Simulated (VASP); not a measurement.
Ti, 2 atoms in the cell. It takes space group P6_3/mmc (No. 194, hexagonal). Conventional cell: a = 2.827 Å, b = 2.827 Å, c = 4.485 Å, α = 90.00°, β = 90.00°, γ = 120.00°. Ti (site symmetry -6m2) has 12 Ti at 2.77 to 2.83 Å within 3.7 Å. 

* Program: VASP 6.6.1
* Task: single point
* Functional: PBE
* Potentials or basis: VASP PAW PBE potentials, release 64 (Ti_sv)
* Cutoff: 520 eV
* k mesh: 11 × 11 × 6
* Occupations: methfessel-paxton, width 0.1 eV
* Spin: no spin polarisation
* Dipole correction: no
* Further INCAR settings: ALGO = Normal; EDIFF = 1e-06; NBANDS = 19

Potentials or basis: VASP PAW PBE potentials, release 64 (Ti_sv).

Launch:

```console
$ cat potpaw_PBE.64/Ti_sv/POTCAR > POTCAR
$ mpirun -np 1 vasp_std > vasp.out
```

Hardware: 1 thread of Intel(R) Xeon(R) Platinum 8488C (Sapphire Rapids), on a shared host.

Question: How long does it take, and how much memory?

Answer: Run time: 29 s on 1 thread of Intel(R) Xeon(R) Platinum 8488C (Sapphire Rapids), on a shared host, peak memory 0.17 GiB. Counts: scf iterations 14, k points 64.
